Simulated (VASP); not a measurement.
Write the native input for VASP 6.6.1 that does the following.

```yaml
Task: single point
Functional: r2SCAN
Potentials_or_basis: VASP PAW PBE potentials, release 64 (Ru_pv)
Cutoff: 520 eV
k_mesh: 13 × 13 × 8
Occupations: methfessel-paxton, width 0.03 eV
Spin: no spin polarisation
Dipole_correction: no
Further_INCAR_settings: ALGO = Normal; EDIFF = 1e-06; NBANDS = 21
```

The system is Ru.

```xyz
2
Lattice="2.7059 0.0000 0.0000 -1.3530 2.3434 0.0000 0.0000 0.0000 4.2579" Properties=species:S:1:pos:R:3 pbc="T T T"
Ru    0.0000    1.5623    1.0645
Ru    1.3530    0.7811    3.1934
```

The input as run:

POSCAR

```
Ru
1.0
    2.7059477279      0.0000000000      0.0000000000
   -1.3529738639      2.3434194737      0.0000000000
    0.0000000000      0.0000000000      4.2579056513
Ru
2
Direct
    0.3333333333      0.6666666667      0.2500000000
    0.6666666667      0.3333333333      0.7500000000
```

INCAR.step1

```
ALGO     = Normal         # electronic algorithm
EDIFF    = 1E-4           # SCF threshold, eV
ENCUT    = 520            # plane-wave cutoff, eV
GGA      = PE             # functional
ISMEAR   = 1              # smearing method
LASPH    = T              # aspherical terms in the spheres
LCHARG   = F              # write CHGCAR
LREAL    = F              # projectors in reciprocal space
LWAVE    = T              # write WAVECAR
NBANDS   = 21             # bands
NELM     = 100            # most SCF steps
PREC     = Accurate       # precision mode
SIGMA    = 0.03           # smearing width, eV
```

INCAR.step2

```
ALGO     = Normal         # electronic algorithm
EDIFF    = 1E-6           # SCF threshold, eV
ENCUT    = 520            # plane-wave cutoff, eV
ISIF     = 2              # what is computed and relaxed
ISMEAR   = 1              # smearing method
ISTART   = 1            
LASPH    = T              # aspherical terms in the spheres
LCHARG   = F              # write CHGCAR
LMIXTAU  = T            
LREAL    = F              # projectors in reciprocal space
LWAVE    = F              # write WAVECAR
METAGGA  = R2SCAN         # meta-GGA
NBANDS   = 21             # bands
NELM     = 100            # most SCF steps
PREC     = Accurate       # precision mode
SIGMA    = 0.03           # smearing width, eV
```

KPOINTS

```
k-points
0
Gamma
  13 13 8
```

Potentials or basis: VASP PAW PBE potentials, release 64 (Ru_pv).

Run with:

```sh
$ cat potpaw_PBE.64/Ru_pv/POTCAR > POTCAR
$ cp INCAR.step1 INCAR
$ mpirun -np 1 vasp_std > vasp.out
$ cp INCAR.step2 INCAR
$ mpirun -np 1 vasp_std > vasp.out
```

Results of the run:

```yaml
Pressure: 1.3 GPa
Band_gap_on_the_k_mesh: zero (bands 14 and 15 overlap by 3.25 eV)
```

Caveat: the PAW data sets were made with another functional, which shifts forces and pressure a little.

It took 2.2 min on 1 thread of Intel(R) Xeon(R) Platinum 8559C (Emerald Rapids) (shared host), peak memory 0.17 GiB.
